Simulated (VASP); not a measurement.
Here is a VASP 6.6.1 calculation.

Contents of INCAR:

```
SYSTEM = Mo
ALGO     = Normal         ! electronic algorithm
EDIFF    = 1E-6           ! SCF threshold, eV
ENCUT    = 520            ! plane-wave cutoff, eV
ISIF     = 2              ! what is computed and relaxed
ISMEAR   = 0              ! smearing method
LASPH    = .True.         ! aspherical terms in the spheres
LCHARG   = .False.        ! write CHGCAR
LREAL    = .False.        ! projectors in reciprocal space
LWAVE    = .False.        ! write WAVECAR
NBANDS   = 13             ! bands
NELM     = 60             ! most SCF steps
PREC     = Accurate       ! precision mode
SIGMA    = 0.15           ! smearing width, eV
```

KPOINTS

```
k-points
0
Gamma
  20 20 20
  0 0 0
```

POSCAR

```
Mo
1.0
    0.0000000000      2.0452250000      1.9545500000
    2.0452250000      0.0000000000      1.9545500000
    2.0452250000      2.0452250000      0.0000000000
Mo
1
Direct
    0.0000000000      0.0000000000      0.0000000000
```

Potentials or basis: VASP PAW LDA potentials, release 64 (Mo_sv).

Launch:

```bash
$ cat potpaw_LDA.64/Mo_sv/POTCAR > POTCAR
$ mpirun -np 1 vasp_std > vasp.out
```

(1) Estimate the pressure.

(2) Estimate the band gap on the k mesh.

## Answers

(1) -15.4 GPa.

(2) zero (band 7 reaches 15.17 eV, above the bottom of band 8 at 10.77 eV).

Caveat: the cell differs from its parent crystal (strain +0.015 along x and y, -0.030 along z).
